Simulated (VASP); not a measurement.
Set up this calculation in VASP 6.6.1, as the native input.

```
Task                   : single point
Functional             : LDA
Potentials or basis    : VASP PAW LDA potentials, release 64 (Mg, I)
Cutoff                 : 520 eV
k mesh                 : 6 × 6 × 4
Occupations            : gaussian, width 0.05 eV
Spin                   : no spin polarisation
Dipole correction      : no
Further INCAR settings : ALGO = Normal; EDIFF = 1e-06; NBANDS = 15
```

The structure of MgI2 lies in POSCAR:

```
MgI2
1.0
    4.1834320243      0.0000000000      0.0000000000
   -2.0917160121      3.6229584080      0.0000000000
    0.0000000000      0.0000000000      6.8623682698
Mg I
1 2
Direct
    0.0000000000      0.0000000000      0.0000000000
    0.3333333333      0.6666666667      0.7598241385
    0.6666666667      0.3333333333      0.2401758615
```

The input as run:

INCAR

```
PREC = Accurate
ENCUT = 520
EDIFF = 1E-6
ISMEAR = 0
SIGMA = 0.05
LREAL = False
LASPH = True
NELM = 80
ALGO = Normal
ISIF = 2
LWAVE = False
LCHARG = False
NBANDS = 15
```

KPOINTS

```
regular mesh
0
Gamma
  6 6 4
```

Potentials or basis: VASP PAW LDA potentials, release 64 (Mg, I).

Command:

```bash
$ cat potpaw_LDA.64/Mg/POTCAR potpaw_LDA.64/I/POTCAR > POTCAR
$ mpirun -np 1 vasp_std > vasp.out
```

Results of the run:

```json
{"Pressure": "-1.7 GPa", "Largest force": "0.112 eV/Å", "Band gap on the k mesh": "3.31 eV, indirect (least direct gap 3.35 eV)"}
```

Caveat: spin-orbit coupling is left out, which moves the levels of the heavy elements.

Wall time 16 s on 1 thread of Intel(R) Xeon(R) Platinum 8488C (Sapphire Rapids), with other jobs on the host, peak memory 0.2 GiB.
